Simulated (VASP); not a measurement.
# CoSn (P6/mmm) in VASP: notebook

The runs below take CoSn through single point, with PBE.

Program: VASP 6.6.1. These are calculated values, not measurements. Logs are shortened: lines on timing, memory, paths and dates and some standing lists are left out, and cuts for length are marked.

## Step 1: The cell of the first run

The structure is hexagonal, space group P6/mmm (No. 191). Conventional cell: a = 5.295 Å, b = 5.295 Å, c = 4.233 Å, α = 90.00°, β = 90.00°, γ = 120.00°. Co (site symmetry mmm) has 6 Sn at 2.61 to 2.65 Å and 4 Co at 2.65 Å within 3.4 Å. Sn (site symmetry -6m2) has 6 Co at 2.61 Å and 3 Sn at 3.06 Å within 3.4 Å. Sn (site symmetry 6/mmm) has 6 Co at 2.65 Å within 3.5 Å.

## Step 2: Single point, PBE

INCAR

```
SYSTEM = CoSn
PREC = Accurate ; ENCUT = 520
EDIFF = 1E-7 ; ISMEAR = 0
SIGMA = 0.1 ; LREAL = .FALSE.
LASPH = .TRUE. ; NELM = 60
ALGO = Fast ; ISIF = 2
LWAVE = .FALSE. ; LCHARG = .TRUE.
GGA = PE ; LELF = .TRUE.
LVHAR = .TRUE. ; NBANDS = 44
```

KPOINTS

```
regular mesh
0
G
  12 12 10
  0 0 0
```

POSCAR

```
CoSn
1.0
    5.2952200950      0.0000000000      0.0000000000
   -2.6476100475      4.5857951209      0.0000000000
    0.0000000000      0.0000000000      4.2327251252
Co Sn
3 3
Direct
    0.0000000000      0.5000000000      0.0000000000
    0.5000000000      0.5000000000      0.0000000000
    0.5000000000      0.0000000000      0.0000000000
    0.6666666667      0.3333333333      0.5000000000
    0.3333333333      0.6666666667      0.5000000000
    0.0000000000      0.0000000000      0.0000000000
```

Potentials or basis: VASP PAW PBE potentials, release 64 (Co, Sn_d).

The run is started by

```console
> cat potpaw_PBE.64/Co/POTCAR potpaw_PBE.64/Sn_d/POTCAR > POTCAR
> mpirun -np 1 vasp_std > vasp.out
```

OUTCAR:

```text
SYSTEM = CoSn
   PREC = Accurate
   ENCUT = 520
   EDIFF = 1E-7
   ISMEAR = 0
   LREAL = .FALSE.
   LASPH = .TRUE.
   NELM = 60
   ISIF = 2
   GGA = PE

 ion  position               nearest neighbor table
   1  0.000  0.500  0.000-   4 2.61   5 2.61   4 2.61   5 2.61   2 2.65   2 2.65   6 2.65   6 2.65
                             3 2.65   3 2.65
   2  0.500  0.500  0.000-   4 2.61   5 2.61   4 2.61   5 2.61   1 2.65   1 2.65   6 2.65   3 2.65
                             3 2.65   6 2.65
   3  0.500  0.000  0.000-   4 2.61   5 2.61   4 2.61   5 2.61   6 2.65   6 2.65   1 2.65   2 2.65
                             2 2.65   1 2.65
   4  0.667  0.333  0.500-   1 2.61   1 2.61   3 2.61   3 2.61   2 2.61   2 2.61   5 3.06   5 3.06
                             5 3.06   6 3.72   6 3.72   6 3.72   6 3.72   6 3.72   6 3.72
   5  0.333  0.667  0.500-   1 2.61   1 2.61   3 2.61   3 2.61   2 2.61   2 2.61   4 3.06   4 3.06
                             4 3.06   6 3.72   6 3.72   6 3.72   6 3.72   6 3.72   6 3.72
   6  0.000  0.000  0.000-   3 2.65   3 2.65   1 2.65   1 2.65   2 2.65   2 2.65   5 3.72   4 3.72
                             5 3.72   4 3.72   4 3.72   5 3.72   5 3.72   4 3.72   5 3.72   5 3.72

  LATTYP: Found a hexagonal cell.
 ALAT       =     5.2952200950
 C/A-ratio  =     0.7993482895

  Lattice vectors:

 A1 = (   5.2952200950,   0.0000000000,   0.0000000000)
 A2 = (  -2.6476100475,   4.5857951209,   0.0000000000)
 A3 = (   0.0000000000,   0.0000000000,   4.2327251252)

Analysis of symmetry for initial positions (statically):
=====================================================================
 Subroutine PRICEL returns:
 Original cell was already a primitive cell.

 Routine SETGRP: Setting up the symmetry group for a
 hexagonal supercell.

 Subroutine GETGRP returns: Found 24 space group operations
 (whereof 24 operations were pure point group operations)
 out of a pool of 24 trial point group operations.

The static configuration has the point symmetry D_6h.

Analysis of symmetry for dynamics (positions and initial velocities):
=====================================================================
 Subroutine PRICEL returns:
 Original cell was already a primitive cell.

 Routine SETGRP: Setting up the symmetry group for a
 hexagonal supercell.

 Subroutine GETGRP returns: Found 24 space group operations
 (whereof 24 operations were pure point group operations)
 out of a pool of 24 trial point group operations.

The dynamic configuration has the point symmetry D_6h.

 Subroutine INISYM returns: Found 24 space group operations
 (whereof 24 operations are pure point group operations),
 and found     1 'primitive' translations

----------------------------------------------------------------------------------------

                                     Primitive cell

  volume of cell :     102.7824

  direct lattice vectors                    reciprocal lattice vectors
     5.295220095  0.000000000  0.000000000     0.188849563  0.109032346  0.000000000
    -2.647610048  4.585795121  0.000000000     0.000000000  0.218064692  0.000000000
     0.000000000  0.000000000  4.232725125     0.000000000  0.000000000  0.236254415

  length of vectors
     5.295220095  5.295220095  4.232725125     0.218064692  0.218064692  0.236254415

  position of ions in fractional coordinates (direct lattice)
     0.000000000  0.500000000  0.000000000
     0.500000000  0.500000000  0.000000000
     0.500000000  0.000000000  0.000000000
     0.666666667  0.333333333  0.500000000
     0.333333333  0.666666667  0.500000000
     0.000000000  0.000000000  0.000000000

  ion indices of the primitive-cell ions
   primitive index   ion index
                 1           1
                 2           2
                 3           3
                 4           4
                 5           5
                 6           6

----------------------------------------------------------------------------------------

 KPOINTS: regular mesh

Automatic generation of k-mesh.
 Grid dimensions read from file:
 generate k-points for:   12   12   10

 Generating k-lattice:

  Cartesian coordinates                     Fractional coordinates (reciprocal lattice)
     0.015737464  0.009086029  0.000000000     0.083333333  0.000000000  0.000000000
     0.000000000  0.018172058  0.000000000     0.000000000  0.083333333  0.000000000
     0.000000000  0.000000000  0.023625442     0.000000000  0.000000000  0.100000000

  Length of vectors
     0.018172058  0.018172058  0.023625442

  Shift w.r.t. Gamma in fractional coordinates (k-lattice)
     0.000000000  0.000000000  0.000000000

 Subroutine IBZKPT returns following result:
 ===========================================

 Found    114 irreducible k-points:

 Following reciprocal coordinates:
            Coordinates               Weight
  0.000000  0.000000  0.000000      1.000000
  0.083333 -0.000000  0.000000      6.000000
  0.166667  0.000000  0.000000      6.000000
  0.250000  0.000000  0.000000      6.000000
  0.333333  0.000000  0.000000      6.000000
  0.416667  0.000000  0.000000      6.000000
[... 16 lines left out ...]
  0.250000  0.000000  0.100000     12.000000
  0.333333  0.000000  0.100000     12.000000
 [... further k-points ...]
   k-points           NKPTS =    114   k-points in BZ     NKDIM =    114   number of bands    NBANDS=     44
   number of dos      NEDOS =    301   number of ions     NIONS =      6
   total plane-waves  NPLWV =  51200
   dimension x,y,z NGX =    40 NGY =   40 NGZ =   32
   dimension x,y,z NGXF=    80 NGYF=   80 NGZF=   64
   ions per type =               3   3
   NGX,Y,Z   is equivalent  to a cutoff of  12.56, 12.56, 12.57 a.u.
   NGXF,Y,Z  is equivalent  to a cutoff of  25.12, 25.12, 25.14 a.u.
 SYSTEM =  CoSn
   PREC   = accura    normal or accurate (medium, high low for compatibility)
   ISTART =      0    job   : 0-new  1-cont  2-samecut
   ICHARG =      2    charge: 1-file 2-atom 10-const
   ISPIN  =      1    spin polarized calculation?
   LNONCOLLINEAR =      F non collinear calculations
   LSORBIT =      F    spin-orbit coupling
   LASPH  =      T    aspherical Exc in radial PAW
   ENCUT  =  520.0 eV  38.22 Ry    6.18 a.u.   9.85  9.85  7.87*2*pi/ulx,y,z
   NELM   =     60;   NELMIN=  2; NELMDL= -5     # of ELM steps
   EDIFF  = 0.1E-06   stopping-criterion for ELM
   LREAL  =      F    real-space projection
   EDIFFG = 0.1E-05   stopping-criterion for IOM
   NSW    =      0    number of steps for IOM
   IBRION =     -1    ionic relax: 0-MD 1-quasi-New 2-CG
   NFREE  =      0    steps in history (QN), initial steepest desc. (CG)
   ISIF   =      2    stress and relaxation
   ISYM   =      2    0-nonsym 1-usesym 2-fastsym
   POTIM  = 0.5000    time-step for ionic-motion
   TEBEG  =    0.0;   TEEND  =   0.0 temperature during run
   PSTRESS=    0.0 pullay stress
   NELECT =      69.0000    total number of electrons
   NUPDOWN=      -1.0000    fix difference up-down
   EMIN   =  10.00;   EMAX   =-10.00  energy-range for DOS
   EFERMI =   0.00;   METHOD = LEGACY
   ISMEAR =     0;   SIGMA  =   0.10  broadening in eV -4-tet -1-fermi 0-gaus
   EFERMI_NEDOS =   21; number of points for ismear=-14 and -15
   IALGO  =     68    algorithm
   IMIX   =      4    mixing-type and parameters
     AMIX     =   0.40;   BMIX     =  1.00
     AMIX_MAG =   1.60;   BMIX_MAG =  1.00
  volume/ion in A,a.u.               =      17.13       115.60
  Fermi-wavevector in a.u.,A,eV,Ry     =   1.433458  2.708843 27.957273  2.054802
  Thomas-Fermi vector in A             =   2.552974
   LORBIT       =      0    0 simple, 1 ext, 2 COOP (PROOUT), +10 PAW based schemes
   GGA     = PE    functional components
   LHFCALC =     F    Hartree Fock is set to
   AEXX    =    0.0000 exact exchange contribution
   IVDW    =     0    specifies the selected vdW correction
   LEPSILON=     F    determine dielectric tensor
   LRPA    =     F    only Hartree local field effects (RPA)
 non-spin polarized calculation
 RMM-DIIS sequential band-by-band and
 Gauss-broadening in eV      SIGMA  =   0.10
  energy-cutoff  :      520.00
  volume of cell :      102.78
 maximum number of plane-waves:      2790
 NGX is ok and might be reduce to    40
   NGX = 19   NGY = 19   NGZ = 15

 number of electron      69.0000015 magnetization

 Free energy of the ion-electron system (eV)
  ---------------------------------------------------
  ext. energy  EPLUGINS =         0.00000000
  ---------------------------------------------------
  free energy    TOTEN  =       -33.25592283 eV

  energy without entropy =      -33.24457407  energy(sigma->0) =      -33.25024845

 E-fermi :   9.7594     XC(G=0): -11.7041

 val. band max:        9.7577664923   @ k =   0.2500   0.0833   0.3000
 cond. band min:       9.7750573485   @ k =   0.0000   0.0000   0.4000
 fundamental gap:      0.0172908562
 Fermi energy:         9.7593796873

 k-point     1 :       0.0000    0.0000    0.0000
  band No.  band energies     occupation
      1     -11.7568      2.00000
      2     -11.6448      2.00000
      3     -11.6448      2.00000
      4     -11.6244      2.00000
      5     -11.6244      2.00000
      6     -11.5220      2.00000
[... 36 lines left out ...]
     43      15.6165      0.00000
     44      16.2986      0.00000

 k-point     2 :       0.0833   -0.0000    0.0000
  band No.  band energies     occupation
      1     -11.7563      2.00000
      2     -11.6454      2.00000
      3     -11.6449      2.00000
      4     -11.6303      2.00000
      5     -11.6276      2.00000
      6     -11.5331      2.00000
[... 36 lines left out ...]
     43      15.4864      0.00000
     44      15.5214      0.00000

 k-point     3 :       0.1667    0.0000    0.0000
  band No.  band energies     occupation
      1     -11.7549      2.00000
      2     -11.6469      2.00000
      3     -11.6446      2.00000
      4     -11.6439      2.00000
      5     -11.6362      2.00000
      6     -11.5438      2.00000
[... 976 lines left out ...]
     43      14.3015      0.00000
     44      16.2022      0.00000

 k-point    24 :       0.3333    0.0000    0.1000
  band No.  band energies     occupation
      1     -11.7500      2.00000
      2     -11.6749      2.00000
      3     -11.6606      2.00000
      4     -11.6472      2.00000
      5     -11.6399      2.00000
      6     -11.5502      2.00000
[... 36 lines left out ...]
     43      14.3673      0.00000
     44      15.8730      0.00000

 [... further k-points ...]

------------------------ aborting loop because EDIFF is reached ----------------------------------------

  FORCE on cell =-STRESS in cart. coord.  units (eV):
  Direction    XX          YY          ZZ          XY          YZ          ZX
  --------------------------------------------------------------------------------------
  -------------------------------------------------------------------------------------
  Total       -0.0223003     -0.0223003     -0.0882705      0.0000000     -0.0000000      0.0000000
  in kB       -0.3476185     -0.3476185     -1.3759659      0.0000000     -0.0000000      0.0000000
  external PRESSURE =      -0.6904010 kB  Pullay stress =       0.0000000 kB

 VOLUME and BASIS-vectors are now :
 -----------------------------------------------------------------------------
  energy-cutoff  :      520.00
  volume of cell :      102.78
      direct lattice vectors                 reciprocal lattice vectors
     5.295220095  0.000000000  0.000000000     0.188849563  0.109032346  0.000000000
    -2.647610048  4.585795121  0.000000000     0.000000000  0.218064692  0.000000000
     0.000000000  0.000000000  4.232725125     0.000000000  0.000000000  0.236254415

 POSITION                                       TOTAL-FORCE (eV/Angst)
 -----------------------------------------------------------------------------------
     -1.32381      2.29290      0.00000        -0.000000      0.000000      0.000000
      1.32381      2.29290      0.00000        -0.000000      0.000000      0.000000
      2.64761      0.00000      0.00000        -0.000000      0.000000      0.000000
      2.64761      1.52860      2.11636         0.000000      0.000000      0.000000
     -0.00000      3.05720      2.11636        -0.000000      0.000000      0.000000
      0.00000      0.00000      0.00000        -0.000000      0.000000      0.000000
 -----------------------------------------------------------------------------------
    total drift:                               -0.000000      0.000000     -0.000000

  FREE ENERGIE OF THE ION-ELECTRON SYSTEM (eV)
  ---------------------------------------------------
  free  energy   TOTEN  =       -33.2559228284 eV

  energy  without entropy=      -33.2445740702  energy(sigma->0) =      -33.25024845
```

Run time: 6.5 min. Hardware: 1 thread of AMD EPYC 9R45 (Zen 5), shared host; peak memory 0.48 GiB.

Results:

```
Free energy            : -33.2559 eV
Pressure               : -0.1 GPa
Band gap on the k mesh : zero (an odd number of electrons rules out a gap without spin polarisation)
```

Stress tensor (GPa, compression positive):
```
-0.03  0.00  0.00
 0.00 -0.03  0.00
 0.00  0.00 -0.14
```

Caveat: spin-orbit coupling is left out, which moves the levels of the heavy elements; the run has no spin polarisation, though such a crystal can be magnetic. Spin polarisation is off, so any magnetic state and its effect on volume and gap are missing.

## Step 3: Single point, PBE

INCAR

```
ALGO     = Fast           # electronic algorithm
EDIFF    = 1E-6           # SCF threshold, eV
ENCUT    = 520            # plane-wave cutoff, eV
GGA      = PE             # functional
ISIF     = 2              # what is computed and relaxed
ISMEAR   = 0              # smearing method
LASPH    = T              # aspherical terms in the spheres
LCHARG   = F              # write CHGCAR
LREAL    = F              # projectors in reciprocal space
LWAVE    = F              # write WAVECAR
NBANDS   = 44             # bands
NELM     = 60             # most SCF steps
PREC     = Accurate       # precision mode
SIGMA    = 0.1            # smearing width, eV
```

KPOINTS

```
k-points
0
Gamma
  12 12 10
```

POSCAR is that of step 2.

Potentials or basis: VASP PAW PBE potentials, release 64 (Co, Sn_d).

The run is started by

```console
> cat potpaw_PBE.64/Co/POTCAR potpaw_PBE.64/Sn_d/POTCAR > POTCAR
> mpirun -np 1 vasp_std > vasp.out
```

It took 7.3 min on 1 thread of AMD EPYC 9R45 (Zen 5), shared host; peak memory 0.47 GiB.

The run converged. Its results:

```
Free energy            : -33.2559 eV
Pressure               : -0.1 GPa
Band gap on the k mesh : zero (an odd number of electrons rules out a gap without spin polarisation)
```

Stress tensor (GPa, compression positive):
```
-0.06  0.00  0.00
 0.00 -0.06  0.00
 0.00  0.00 -0.16
```

Levels at points of the mesh, in eV from the Fermi level:
```
           k point  band 32  band 33  band 34  band 35  band 36  band 37
(0.00, 0.00, 0.00)    -0.43    -0.40    -0.40     0.50     0.58     1.34
(0.50, 0.00, 0.00)    -0.41    -0.41     0.71     1.00     1.63     1.77
(0.00, 0.00, 0.50)    -0.49    -0.48    -0.48    -0.39    -0.39    -0.13
(0.50, 0.00, 0.50)    -0.68    -0.48    -0.43    -0.39    -0.14     0.43
```

Caveat: spin-orbit coupling is left out, which moves the levels of the heavy elements; the run has no spin polarisation, though such a crystal can be magnetic.
